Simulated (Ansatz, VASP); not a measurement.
One calculation of HfO2, two programs

```
Hf O
1.0
     0.00000    2.62144    2.62144
     2.62144    0.00000    2.62144
     2.62144    2.62144    0.00000
Hf O
1 2
Direct
  0.00000 0.00000 0.00000
  0.25000 0.25000 0.25000
  0.75000 0.75000 0.75000
```

Change from the starting cell: strain +0.025 along x and y, +0.025 along z, atoms carried along.

Alike in both runs: task single point; functional r2SCAN; k mesh 8 × 8 × 8; occupations gaussian, width 0.05 eV; no spin polarisation.

|  | VASP | Ansatz |
| --- | --- | --- |
| version | VASP 6.6.1 | Ansatz 0.2.0 |
| potentials or method | VASP PAW PBE potentials, release 64 (Hf_pv, O), cutoff 520 eV | scalar-relativistic, plane waves, PAW |
| valence electrons in the cell | 22 | 38 |

VASP gave:

```
gap on the k mesh at the Fermi level (eV) : 3.99
least direct gap on the mesh (eV)         : 3.99
pressure (GPa)                            : -26.1
```

Question: Estimate Ansatz's values.

Answer: gap on the k mesh at the Fermi level (eV): 4.00; least direct gap on the mesh (eV): 4.00; pressure (GPa): -23.2.

VASP's potentials were made for PBE, not for r2SCAN. With one functional, cell and mesh, what is left measures potentials, basis and numerics. VASP's potentials hold 22 valence electrons a cell and Ansatz's 38, so a difference there can come from the potentials and not from the codes.

Spin-orbit coupling is off throughout.
